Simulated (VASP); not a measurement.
Crystal: TaN.

```
CELL_PARAMETERS angstrom
2.93800 0.00000 0.00000
-1.46900 2.54438 0.00000
0.00000 0.00000 2.88300
ATOMIC_POSITIONS crystal
Ta 0.33333 0.66667 0.50000
N 0.00000 0.00000 0.00000
```

```yaml
Program: VASP 6.6.1
Task: relaxation of cell and atoms
Functional: RPBE
Potentials_or_basis: VASP PAW PBE potentials, release 64 (Ta_pv, N)
Cutoff: 600 eV
k_mesh: 10 × 10 × 9
Occupations: fermi-dirac, width 0.05 eV
Spin: no spin polarisation
```

At the start: pressure 10.1 GPa; volume 10.78 Å³/atom.

Task: How do energy, volume and symmetry change on relaxing?

Result: Over 10 steps the energy falls by 9.7 meV/atom and the volume is 11.09 Å³/atom (+2.9 %); space group P-6m2 (No. 187, to 0.05 Å).

The path:
```
step  energy change (eV)  largest force (eV/Å)  pressure (GPa)  volume (Å³)
   1              0.0000                0.0000           10.06        21.55
   2              0.0789                0.0000          -18.92        23.73
   3             -0.0194                0.0000           -0.21        22.20
   4             -0.0195                0.0000            0.00        22.18
   5             -0.0195                0.0000            0.19        22.17
   6             -0.0195                0.0000            0.16        22.18
   7             -0.0195                0.0000            0.16        22.18
   8             -0.0195                0.0000            0.17        22.17
   9             -0.0195                0.0000           -0.15        22.20
  10             -0.0195                0.0000            0.01        22.18
```

Final structure:
```
Ta N
1.0
     2.96514    0.00000    0.00000
    -1.48257    2.56789    0.00000
     0.00000    0.00000    2.91363
Ta N
1 1
Direct
  0.33333 0.66667 0.50000
  0.00000 0.00000 0.00000
```

Caveat: the PAW data sets were made with another functional, which shifts forces and pressure a little.
